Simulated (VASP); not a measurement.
# Ba3Sr5O8 (P1) in VASP: single point with PBEsol

Aim: the single point of Ba3Sr5O8 with PBEsol.

All numbers are computed with VASP 6.6.1; they aren't measurements. Logs are shortened: lines on timing, memory, paths and dates and some standing lists are left out, and cuts for length are marked.

### 1 The cell of the first run

The typed cell holds 16 atoms: a = 10.525 Å, b = 5.262 Å, c = 5.262 Å, α = 90.00°, β = 90.00°, γ = 90.00°.

### 2 Single point, PBEsol

The input, INCAR:

```
ALGO     = Normal         # electronic algorithm
EDIFF    = 1E-6           # SCF threshold, eV
ENCUT    = 520            # plane-wave cutoff, eV
GGA      = PS             # functional
ISIF     = 2              # what is computed and relaxed
ISMEAR   = -1             # smearing method
LASPH    = T              # aspherical terms in the spheres
LCHARG   = T              # write CHGCAR
LELF     = T              # ELF
LREAL    = Auto         
LVHAR    = T            
LWAVE    = F              # write WAVECAR
NBANDS   = 78             # bands
NELM     = 80             # most SCF steps
PREC     = Accurate       # precision mode
SIGMA    = 0.05           # smearing width, eV
```

The input, KPOINTS:

```
Automatic mesh
0
Gamma
  2 2 2
  0.5 0.5 0.5
```

The input, POSCAR:

```
Ba3Sr5O8
1.0
   10.5248930000      0.0000000000      0.0000000000
    0.0000000000      5.2624470000      0.0000000000
    0.0000000000      0.0000000000      5.2624470000
O Ba Sr
8 3 5
Direct
    0.2494430000      0.9968000000      0.9986220000
    0.7546130000      0.0034660000      0.9908580000
    0.0004990000      0.5012430000      0.9966310000
    0.4970370000      0.5023380000      0.0013450000
    0.0023640000      0.0019170000      0.5041180000
    0.5010920000      0.0021940000      0.4941420000
    0.2525900000      0.4942130000      0.5000780000
    0.7496570000      0.5099280000      0.5047640000
    0.0019370000      0.0004580000      0.0068680000
    0.7503960000      0.4993310000      0.0004750000
    0.7502520000      0.0004710000      0.5028630000
    0.5010630000      0.9955910000      0.9979990000
    0.2508640000      0.5014010000      0.9994160000
    0.2508790000      0.9924540000      0.5022550000
    0.9989060000      0.4962020000      0.4932220000
    0.5005130000      0.5003090000      0.5008980000
```

Potentials or basis: VASP PAW PBE potentials, release 64 (O, Ba_sv, Sr_sv).

Started as:

```
> cat potpaw_PBE.64/O/POTCAR potpaw_PBE.64/Ba_sv/POTCAR potpaw_PBE.64/Sr_sv/POTCAR > POTCAR
> mpirun -np 1 vasp_std > vasp.out
```

OUTCAR:

```text
EDIFF = 1E-6
   ENCUT = 520
   GGA = PS
   ISIF = 2
   ISMEAR = -1
   LASPH = T
   LREAL = Auto
   NELM = 80
   PREC = Accurate

 ion  position               nearest neighbor table
   1  0.249  0.997  0.999-   9 2.61  13 2.61  14 2.61  12 2.65  14 2.65  13 2.66
   2  0.755  0.003  0.991-  11 2.57   9 2.60  10 2.61  10 2.65  12 2.67  11 2.69
   3  0.000  0.501  0.997-  15 2.61   9 2.63  10 2.63  13 2.64   9 2.64  15 2.65
   4  0.497  0.502  0.001-  13 2.59  12 2.60  16 2.63  16 2.63  10 2.67  12 2.67
   5  0.002  0.002  0.504-  15 2.60  14 2.62   9 2.62   9 2.65  11 2.65  15 2.66
   6  0.501  0.002  0.494-  12 2.61  16 2.62  11 2.62  14 2.63  16 2.64  12 2.65
   7  0.253  0.494  0.500-  16 2.61  14 2.62  13 2.63  13 2.64  14 2.64  15 2.67
   8  0.750  0.510  0.505-  11 2.58  10 2.61  16 2.62  15 2.63  10 2.65  11 2.68
   9  0.002  0.000  0.007-   2 2.60   1 2.61   5 2.62   3 2.63   3 2.64   5 2.65  15 3.65  15 3.69
                            14 3.70  13 3.71  13 3.72  11 3.72  10 3.73  14 3.73  10 3.74  11 3.75
  10  0.750  0.499  0.000-   8 2.61   2 2.61   3 2.63   2 2.65   8 2.65   4 2.67  15 3.68  12 3.70
                            11 3.71  11 3.72  16 3.72  16 3.72  11 3.73   9 3.73  12 3.73  11 3.73
  11  0.750  0.000  0.503-   2 2.57   8 2.58   6 2.62   5 2.65   8 2.68   2 2.69  15 3.70  12 3.70
                            10 3.71  10 3.72  16 3.72   9 3.72  16 3.72  10 3.73  15 3.73  12 3.73
  12  0.501  0.996  0.998-   4 2.60   6 2.61   1 2.65   6 2.65   4 2.67   2 2.67  16 3.69  11 3.70
                            13 3.70  10 3.70  14 3.71  16 3.71  16 3.73  10 3.73  11 3.73  14 3.74
  13  0.251  0.501  0.999-   4 2.59   1 2.61   7 2.63   7 2.64   3 2.64   1 2.66  14 3.68  14 3.70
                            12 3.70   9 3.71  15 3.71  16 3.71   9 3.72  16 3.72  14 3.74  12 3.74
  14  0.251  0.992  0.502-   1 2.61   5 2.62   7 2.62   6 2.63   7 2.64   1 2.65  13 3.68  16 3.69
                             9 3.70  13 3.70  12 3.71  15 3.72   9 3.73  12 3.74  13 3.74  16 3.75
  15  0.999  0.496  0.493-   5 2.60   3 2.61   8 2.63   3 2.65   5 2.66   7 2.67   9 3.65  10 3.68
                             9 3.69  11 3.70  13 3.71  14 3.72  11 3.73  10 3.74  14 3.75   9 3.76
  16  0.501  0.500  0.501-   7 2.61   6 2.62   8 2.62   4 2.63   4 2.63   6 2.64  14 3.69  12 3.69
                            13 3.71  12 3.71  11 3.72  10 3.72  11 3.72  10 3.72  13 3.72  12 3.73

  LATTYP: Found a simple tetragonal cell.
 ALAT       =     5.2624470000
 C/A-ratio  =     1.9999998100

  Lattice vectors:

 A1 = (   0.0000000000,   5.2624470000,   0.0000000000)
 A2 = (   0.0000000000,   0.0000000000,   5.2624470000)
 A3 = (  10.5248930000,   0.0000000000,   0.0000000000)

Analysis of symmetry for initial positions (statically):
=====================================================================
 Subroutine PRICEL returns:
 Original cell was already a primitive cell.

 Routine SETGRP: Setting up the symmetry group for a
 simple tetragonal supercell.

 Subroutine GETGRP returns: Found  1 space group operations
 (whereof  1 operations were pure point group operations)
 out of a pool of 16 trial point group operations.

The static configuration has the point symmetry C_1 .

Analysis of symmetry for dynamics (positions and initial velocities):
=====================================================================
 Subroutine PRICEL returns:
 Original cell was already a primitive cell.

 Routine SETGRP: Setting up the symmetry group for a
 simple tetragonal supercell.

 Subroutine GETGRP returns: Found  1 space group operations
 (whereof  1 operations were pure point group operations)
 out of a pool of 16 trial point group operations.

The dynamic configuration has the point symmetry C_1 .

 Subroutine INISYM returns: Found  1 space group operations
 (whereof  1 operations are pure point group operations),
 and found     1 'primitive' translations

----------------------------------------------------------------------------------------

                                     Primitive cell

  volume of cell :     291.4695

  direct lattice vectors                    reciprocal lattice vectors
    10.524893000  0.000000000  0.000000000     0.095012842  0.000000000  0.000000000
     0.000000000  5.262447000  0.000000000     0.000000000  0.190025667  0.000000000
     0.000000000  0.000000000  5.262447000     0.000000000  0.000000000  0.190025667

  length of vectors
    10.524893000  5.262447000  5.262447000     0.095012842  0.190025667  0.190025667

  position of ions in fractional coordinates (direct lattice)
     0.249443000  0.996800000  0.998622000
     0.754613000  0.003466000  0.990858000
     0.000499000  0.501243000  0.996631000
     0.497037000  0.502338000  0.001345000
     0.002364000  0.001917000  0.504118000
     0.501092000  0.002194000  0.494142000
[... 8 lines left out ...]
     0.998906000  0.496202000  0.493222000
     0.500513000  0.500309000  0.500898000

  ion indices of the primitive-cell ions
   primitive index   ion index
                 1           1
                 2           2
                 3           3
                 4           4
                 5           5
                 6           6
[... 8 lines left out ...]
                15          15
                16          16

----------------------------------------------------------------------------------------

 KPOINTS: Automatic mesh

Automatic generation of k-mesh.
 Grid dimensions read from file:
 generate k-points for:    2    2    2

 Generating k-lattice:

  Cartesian coordinates                     Fractional coordinates (reciprocal lattice)
     0.047506421  0.000000000  0.000000000     0.500000000  0.000000000  0.000000000
     0.000000000  0.095012833  0.000000000     0.000000000  0.500000000  0.000000000
     0.000000000  0.000000000  0.095012833     0.000000000  0.000000000  0.500000000

  Length of vectors
     0.047506421  0.095012833  0.095012833

  Shift w.r.t. Gamma in fractional coordinates (k-lattice)
     0.500000000  0.500000000  0.500000000

 Subroutine IBZKPT returns following result:
 ===========================================

 Found      4 irreducible k-points:

 Following reciprocal coordinates:
            Coordinates               Weight
  0.250000  0.250000  0.250000      2.000000
  0.250000 -0.250000  0.250000      2.000000
  0.250000 -0.250000 -0.250000      2.000000
  0.250000  0.250000 -0.250000      2.000000
   k-points           NKPTS =      4   k-points in BZ     NKDIM =      4   number of bands    NBANDS=     78
   number of dos      NEDOS =    301   number of ions     NIONS =     16
   total plane-waves  NPLWV = 128000
   dimension x,y,z NGX =    80 NGY =   40 NGZ =   40
   dimension x,y,z NGXF=   160 NGYF=   80 NGZF=   80
   ions per type =               8   3   5
   NGX,Y,Z   is equivalent  to a cutoff of  12.64, 12.64, 12.64 a.u.
   NGXF,Y,Z  is equivalent  to a cutoff of  25.27, 25.27, 25.27 a.u.
 SYSTEM =  unknown system
   PREC   = accura    normal or accurate (medium, high low for compatibility)
   ISTART =      0    job   : 0-new  1-cont  2-samecut
   ICHARG =      2    charge: 1-file 2-atom 10-const
   ISPIN  =      1    spin polarized calculation?
   LNONCOLLINEAR =      F non collinear calculations
   LSORBIT =      F    spin-orbit coupling
   LASPH  =      T    aspherical Exc in radial PAW
   ENCUT  =  520.0 eV  38.22 Ry    6.18 a.u.  19.57  9.78  9.78*2*pi/ulx,y,z
   NELM   =     80;   NELMIN=  2; NELMDL= -5     # of ELM steps
   EDIFF  = 0.1E-05   stopping-criterion for ELM
   LREAL  =      T    real-space projection
   EDIFFG = 0.1E-04   stopping-criterion for IOM
   NSW    =      0    number of steps for IOM
   IBRION =     -1    ionic relax: 0-MD 1-quasi-New 2-CG
   NFREE  =      0    steps in history (QN), initial steepest desc. (CG)
   ISIF   =      2    stress and relaxation
   ISYM   =      2    0-nonsym 1-usesym 2-fastsym
   POTIM  = 0.5000    time-step for ionic-motion
   TEBEG  =    0.0;   TEEND  =   0.0 temperature during run
   PSTRESS=    0.0 pullay stress
   NELECT =     128.0000    total number of electrons
   NUPDOWN=      -1.0000    fix difference up-down
   EMIN   =  10.00;   EMAX   =-10.00  energy-range for DOS
   EFERMI =   0.00;   METHOD = LEGACY
   ISMEAR =    -1;   SIGMA  =   0.05  broadening in eV -4-tet -1-fermi 0-gaus
   EFERMI_NEDOS =   21; number of points for ismear=-14 and -15
   IALGO  =     38    algorithm
   IMIX   =      4    mixing-type and parameters
     AMIX     =   0.40;   BMIX     =  1.00
     AMIX_MAG =   1.60;   BMIX_MAG =  1.00
  volume/ion in A,a.u.               =      18.22       122.93
  Fermi-wavevector in a.u.,A,eV,Ry     =   1.244363  2.351505 21.067797  1.548439
  Thomas-Fermi vector in A             =   2.378633
   LORBIT       =      0    0 simple, 1 ext, 2 COOP (PROOUT), +10 PAW based schemes
   GGA     = PS    functional components
   LHFCALC =     F    Hartree Fock is set to
   AEXX    =    0.0000 exact exchange contribution
   IVDW    =     0    specifies the selected vdW correction
   LEPSILON=     F    determine dielectric tensor
   LRPA    =     F    only Hartree local field effects (RPA)
 non-spin polarized calculation
  energy-cutoff  :      520.00
  volume of cell :      291.47
 maximum number of plane-waves:      7835
 NGX is ok and might be reduce to    80
   NGX = 39   NGY = 19   NGZ = 19

 number of electron     128.0000000 magnetization

 Free energy of the ion-electron system (eV)
  ---------------------------------------------------
  ext. energy  EPLUGINS =         0.00000000
  ---------------------------------------------------
  free energy    TOTEN  =      -100.12203203 eV

  energy without entropy =     -100.12203203  energy(sigma->0) =     -100.12203203

 E-fermi :   2.6546     XC(G=0): -10.1947

 val. band max:        1.4445453781   @ k =   0.2500  -0.2500   0.2500
 cond. band min:       5.4874561943   @ k =   0.2500   0.2500   0.2500
 fundamental gap:      4.0429108162
 Fermi energy:         2.6546432442

 k-point     1 :       0.2500    0.2500    0.2500
  band No.  band energies     occupation
      1     -31.0795      2.00000
      2     -31.0514      2.00000
      3     -30.9932      2.00000
      4     -30.8840      2.00000
      5     -30.8431      2.00000
      6     -23.1873      2.00000
[... 68 lines left out ...]
     75       7.9979      0.00000
     76       8.3242      0.00000
[... 235 lines left out ...]
     75       7.9990      0.00000
     76       8.3331      0.00000
 [bands above 76 left out]

------------------------ aborting loop because EDIFF is reached ----------------------------------------

  FORCE on cell =-STRESS in cart. coord.  units (eV):
  Direction    XX          YY          ZZ          XY          YZ          ZX
  --------------------------------------------------------------------------------------
  -------------------------------------------------------------------------------------
  Total        4.2432277      2.0297371      2.0169418     -0.0615553      0.0106442      0.1001148
  in kB       23.3245764     11.1572512     11.0869167     -0.3383631      0.0585100      0.5503207
  external PRESSURE =      15.1895814 kB  Pullay stress =       0.0000000 kB

 VOLUME and BASIS-vectors are now :
 -----------------------------------------------------------------------------
  energy-cutoff  :      520.00
  volume of cell :      291.47
      direct lattice vectors                 reciprocal lattice vectors
    10.524893000  0.000000000  0.000000000     0.095012842  0.000000000  0.000000000
     0.000000000  5.262447000  0.000000000     0.000000000  0.190025667  0.000000000
     0.000000000  0.000000000  5.262447000     0.000000000  0.000000000  0.190025667

 POSITION                                       TOTAL-FORCE (eV/Angst)
 -----------------------------------------------------------------------------------
      2.62536      5.24561      5.25520         0.874676     -0.041979     -0.005542
      7.94222      0.01824      5.21434        -0.952797     -0.089707      0.237243
      0.00525      2.63776      5.24472         0.578647     -0.032292      0.082146
      5.23126      2.64353      0.00708        -0.395131     -0.001546     -0.054561
      0.02488      0.01009      2.65289         0.545319     -0.023570     -0.037259
      5.27394      0.01155      2.60040        -0.620093     -0.067971      0.085774
[... 8 lines left out ...]
     10.51338      2.61124      2.59555         0.372514      0.078507      0.313733
      5.26785      2.63285      2.63595        -0.315705     -0.079882     -0.080039
 -----------------------------------------------------------------------------------
    total drift:                                0.000942      0.000122     -0.004242

  FREE ENERGIE OF THE ION-ELECTRON SYSTEM (eV)
  ---------------------------------------------------
  free  energy   TOTEN  =      -100.1220320272 eV

  energy  without entropy=     -100.1220320271  energy(sigma->0) =     -100.12203203
```

It took 2.3 min on 1 thread of Intel Xeon Platinum 8488C (Sapphire Rapids), shared host; peak memory 0.36 GiB.

Results:

- Free energy: -100.1220 eV
- Pressure: 1.5 GPa
- Largest force: 0.986 eV/Å
- Band gap on the k mesh: 4.04 eV, indirect (the least direct gap lies 2.1 meV higher)

Forces on the atoms (eV/Å):
```
O    0.875 -0.042 -0.006
O   -0.953 -0.090  0.237
O    0.579 -0.032  0.082
O   -0.395 -0.002 -0.055
O    0.545 -0.024 -0.037
O   -0.620 -0.068  0.086
O   -0.106  0.105 -0.013
O    0.051 -0.243 -0.114
Ba   0.250 -0.024 -0.277
Ba  -0.114  0.103  0.025
Ba   0.020  0.140 -0.214
Sr  -0.333  0.145  0.092
Sr   0.069 -0.167 -0.014
Sr   0.076  0.200 -0.028
Sr   0.373  0.079  0.314
Sr  -0.316 -0.080 -0.080
```

Levels at points of the mesh, in eV from the valence-band top:
| k point | band 62 | band 63 | band 64 | band 65 | band 66 | band 67 |
| --- | --- | --- | --- | --- | --- | --- |
| (0.25, 0.25, 0.25) | -0.18 | -0.13 | 0.00 | 4.04 | 4.09 | 4.37 |

Caveat: the k points lie up to 0.60 Å⁻¹ apart; the PAW data sets were made with another functional, which shifts forces and pressure a little; spin-orbit coupling is left out, which moves the levels of the heavy elements.
